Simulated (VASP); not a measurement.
TiAl: single point with r2SCAN

Crystal: TiAl.

```xyz
2
Lattice="3.1714 0.0000 0.0000 0.0000 3.1714 0.0000 0.0000 0.0000 3.1714" Properties=species:S:1:pos:R:3 pbc="T T T"
Ti    1.5857    1.5857    1.5857
Al    0.0000    0.0000    0.0000
```

| Quantity | Value |
| --- | --- |
| Program | VASP 6.6.1 |
| Task | single point |
| Functional | r2SCAN |
| Potentials or basis | VASP PAW PBE potentials, release 64 (Ti_sv, Al) |
| Cutoff | 520 eV |
| k mesh | 6 × 6 × 6 |
| Occupations | fermi-dirac, width 0.1 eV |
| Spin | no spin polarisation |
| Dipole correction | no |
| Further INCAR settings | ALGO = Normal; EDIFF = 1e-07; NBANDS = 14 |

```yaml
Pressure: 0.1 GPa
```

Levels at points of the mesh, in eV from the Fermi level:
```tsv
k point	band 5	band 6	band 7	band 8	band 9	band 10
(0.00, 0.00, 0.00)	-9.92	-1.65	-1.65	2.05	2.05	2.05
(0.50, 0.00, 0.00)	-6.48	-5.64	-0.67	0.27	0.27	2.27
(0.50, 0.50, 0.00)	-5.27	-2.43	-2.43	-1.65	0.87	0.87
(0.50, 0.50, 0.50)	-3.31	-3.31	-3.31	0.95	2.87	2.87
```

Run time: 16 s on 1 thread of Intel(R) Xeon(R) 6975P-C (Granite Rapids), on a shared host, peak memory 0.15 GiB.

Caveat: the PAW data sets were made with another functional, which shifts forces and pressure a little.
